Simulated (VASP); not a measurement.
Input of a VASP 6.6.1 run:

INCAR

```
ALGO = Normal
EDIFF = 1E-7
ENCUT = 520
GGA = PE
ISIF = 2
ISMEAR = 0
LASPH = True
LCHARG = False
LREAL = Auto
LWAVE = False
NBANDS = 117
NELM = 80
PREC = Accurate
SIGMA = 0.1
```

The input KPOINTS:

```
k-points
0
Gamma
  3 3 3
```

Contents of POSCAR:

```
TiW14
1.0
    6.3200000000      0.0000000000      0.0000000000
    0.0000000000      6.3200000000      0.0000000000
    0.0000000000      0.0000000000      6.3200000000
Ti W
1 14
Direct
    0.2423466772      0.2423466772      0.2423466772
    0.5037299051     -0.0018435127     -0.0018435127
   -0.0018435127      0.5037299051     -0.0018435127
   -0.0018435127     -0.0018435127      0.5037299051
    0.4992387658      0.4992387658      0.0007289557
    0.4992387658      0.0007289557      0.4992387658
    0.7512343354      0.2493267405      0.2493267405
    0.0007289557      0.4992387658      0.4992387658
    0.2493267405      0.7512343354      0.2493267405
    0.2493267405      0.2493267405      0.7512343354
    0.5017851266      0.5017851266      0.5017851266
    0.7552943038      0.7552943038      0.2455640823
    0.7552943038      0.2455640823      0.7552943038
    0.2455640823      0.7552943038      0.7552943038
    0.7505781646      0.7505781646      0.7505781646
```

Potentials or basis: VASP PAW PBE potentials, release 64 (Ti_sv, W_sv).

Command:

```bash
$ cat potpaw_PBE.64/Ti_sv/POTCAR potpaw_PBE.64/W_sv/POTCAR > POTCAR
$ mpirun -np 1 vasp_std > vasp.out
```

(1) What does it give for the largest force?

(2) What does it give for the pressure?

(3) Predict the band gap on the k mesh.

Results:

(1) 0.029 eV/Å.

(2) 0.0 GPa.

(3) zero (bands 104 and 105 overlap by 0.91 eV).

Caveat: spin-orbit coupling is left out, which moves the levels of the heavy elements.
